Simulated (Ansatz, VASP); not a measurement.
**One calculation of MoS2, two programs**

```
S Mo
1.0
     3.15463    0.00000    0.00000
    -1.57731    2.73199    0.00000
     0.00000    0.00000   20.13541
S Mo
2 1
Direct
  0.66667 0.33333 0.42214
  0.66667 0.33333 0.57786
  0.33333 0.66667 0.50000
```

Alike in both runs: task relaxation of the atoms; functional PBE; dispersion D3(BJ); k mesh 9 × 9 × 1; occupations gaussian, width 0.05 eV; no spin polarisation.

|  | VASP | Ansatz |
| --- | --- | --- |
| version | VASP 6.6.1 | Ansatz 0.2.0 |
| potentials or method | VASP PAW PBE potentials, release 64 (S, Mo_sv), cutoff 520 eV | scalar-relativistic, plane waves, PAW |
| valence electrons in the cell | 26 | 26 |

|  | VASP | Ansatz | Ansatz less VASP |
| --- | --- | --- | --- |
| gap on the k mesh at the Fermi level, each at its own relaxed structure (eV) | 1.78 | 1.78 | -0.004 |

Noted on VASP's run: the relaxation stopped at its first step, so nothing moved.
